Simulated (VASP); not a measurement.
Runs of VASP 6.6.1 on CoSn. The structure is that of space group P6/mmm (No. 191), or close to it. The cells are those of the table. 

| cell | further INCAR settings | gap on the mesh (eV) | pressure (GPa) |
| --- | --- | --- | --- |
| a = 5.591, b = 5.591, c = 3.796 Å, angles 90.0, 90.0, 120.0°, 6 atoms | ALGO = Fast; EDIFF = 1e-06; NBANDS = 44 | none | (a) |
| a = 5.211, b = 5.211, c = 4.370 Å, angles 90.0, 90.0, 120.0°, 6 atoms | ALGO = Fast; EDIFF = 1e-07; NBANDS = 44 | none | 0.3 |
| a = 4.984, b = 4.984, c = 4.777 Å, angles 90.0, 90.0, 120.0°, 6 atoms | ALGO = Fast; EDIFF = 1e-06; NBANDS = 44 | none | 5.2 |
| a = 5.369, b = 5.369, c = 4.117 Å, angles 90.0, 90.0, 120.0°, 6 atoms | ALGO = Fast; EDIFF = 1e-06; NBANDS = 44 | none | 0.2 |

Alike in all rows: task single point; level PBE; potentials or basis VASP PAW PBE potentials, release 64 (Co, Sn_d); no spin polarisation; k mesh 12 × 12 × 12; cutoff (eV) 520; smearing gaussian 0.15 eV.

Question: Estimate the missing entries.

Answer: (a) 3.4.

Caveats: spin-orbit coupling is left out, which moves the levels of the heavy elements.

A k mesh can miss the band edges, and the runs leave out spin-orbit coupling on Sn.

A gap of «none» marks levels without a gap at the run's occupations.
